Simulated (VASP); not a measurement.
Write the native input for VASP 6.6.1 that does the following.

- Task: single point
- Functional: PBE
- Potentials or basis: VASP PAW PBE potentials, release 64 (Ga_d, N)
- Cutoff: 600 eV
- k mesh: 3 × 3 × 3
- Occupations: gaussian, width 0.01 eV
- Spin: no spin polarisation
- Dipole correction: no
- Further INCAR settings: ALGO = Normal; EDIFF = 1e-06; NBANDS = 16

The structure of GaN lies in POSCAR:

```
GaN
1.0
    0.0000000000      2.1844770200      2.1844770200
    2.1844770200      0.0000000000      2.1844770200
    2.1844770200      2.1844770200      0.0000000000
Ga N
1 1
Direct
    0.0000000000      0.0000000000      0.0000000000
    0.2500000000      0.2500000000      0.2500000000
```

These files were run (other wordings do the same):

INCAR

```
SYSTEM = GaN
PREC     = Accurate       ! precision mode
ENCUT    = 600            ! plane-wave cutoff, eV
EDIFF    = 1E-6           ! SCF threshold, eV
ISMEAR   = 0              ! smearing method
SIGMA    = 0.01           ! smearing width, eV
LREAL    = .FALSE.        ! projectors in reciprocal space
LASPH    = .TRUE.         ! aspherical terms in the spheres
NELM     = 120            ! most SCF steps
ALGO     = Normal         ! electronic algorithm
ISIF     = 2              ! what is computed and relaxed
LWAVE    = .FALSE.        ! write WAVECAR
LCHARG   = .TRUE.         ! write CHGCAR
GGA      = PE             ! functional
LELF     = .TRUE.         ! ELF
LVHAR    = .TRUE.       
NBANDS   = 16             ! bands
GGA_COMPAT= .FALSE.
```

KPOINTS

```
Automatic mesh
0
G
  3 3 3
  0 0 0
```

Potentials or basis: VASP PAW PBE potentials, release 64 (Ga_d, N).

Command:

```console
$ cat potpaw_PBE.64/Ga_d/POTCAR potpaw_PBE.64/N/POTCAR > POTCAR
$ mpirun -np 1 vasp_std > vasp.out
```

It gave:

```
Pressure               : 27.4 GPa
Band gap on the k mesh : 2.26 eV, direct
```

Caveat: the k points lie up to 0.83 Å⁻¹ apart.

It used 6.6 s of CPU time on 1 thread of AMD EPYC 7R13 Processor (Zen 3), with other jobs on the host.
